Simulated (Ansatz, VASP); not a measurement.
# Rh: VASP beside Ansatz

File INCAR:

```
PREC = Accurate ; ENCUT = 520
EDIFF = 1E-7 ; ISMEAR = 0
SIGMA = 0.15 ; LREAL = F
LASPH = T ; NELM = 60
ALGO = Fast ; ISIF = 2
LWAVE = F ; LCHARG = T
GGA = CA ; LELF = T
LVHAR = T ; NBANDS = 38
```

The input KPOINTS:

```
regular mesh
0
Gamma
  18 18 6
```

Contents of POSCAR:

```
Rh
1.0
    2.7104000000      0.0000000000      0.0000000000
   -1.3552000000      2.3472752544      0.0000000000
    0.0000000000      0.0000000000      9.1291000000
Rh
4
Direct
    0.0000000000      0.0000000000      0.0000000000
    0.3333333333      0.6666666667      0.2500000000
    0.0000000000      0.0000000000      0.5000000000
    0.6666666667      0.3333333333      0.7500000000
```

Input for Ansatz:

```yaml
crystal:
  lattice:
    - [2.7104, 0.0, 0.0]
    - [-1.3552, 2.3472752544, 0.0]
    - [0.0, 0.0, 9.1291]
  atoms:
    - { symbol: Rh, position: [0.0, 0.0, 0.0] }
    - { symbol: Rh, position: [0.3333333333, 0.6666666667, 0.25] }
    - { symbol: Rh, position: [0.0, 0.0, 0.5] }
    - { symbol: Rh, position: [0.6666666667, 0.3333333333, 0.75] }
basis:
  ecutwfc: 420
kpoints:
  mp_grid: { grid: [18, 18, 6] }
hamiltonian:
  xc: lda
  pseudopotentials: { kind: paw, azcp: { folder: soft_1 } }
scf:
  occupations: { method: gaussian, width: 0.15 }
output:
  forces: true
  stress: true
  eigenvalues: true
```

Alike in both runs: task single point; functional LDA; k mesh 18 × 18 × 6; occupations gaussian, width 0.15 eV; no spin polarisation.

```csv
,VASP,Ansatz
version,VASP 6.6.1,Ansatz 0.2.0
potentials or method,"VASP PAW LDA potentials, release 64 (Rh_pv), cutoff 520 eV","scalar-relativistic, plane waves, PAW"
valence electrons in the cell,60,68
```

```tsv
	VASP	Ansatz	Ansatz less VASP
gap on the k mesh at the Fermi level (eV)	none	none	-
pressure (GPa)	-22.0	-22.6	-0.60
traceless stress, the component that is largest in VASP (GPa)	-5.82	-5.79	+0.026
```

Ansatz warns that its potentials were made for another functional, while VASP's fit it. LDA's correlation is that of Perdew and Zunger in VASP and of Perdew and Wang (1992) in Ansatz. A gap of «none» marks a metal or a gap that the smearing closes. VASP's potentials hold 60 valence electrons a cell and Ansatz's 68, so a difference there can come from the potentials and not from the codes.
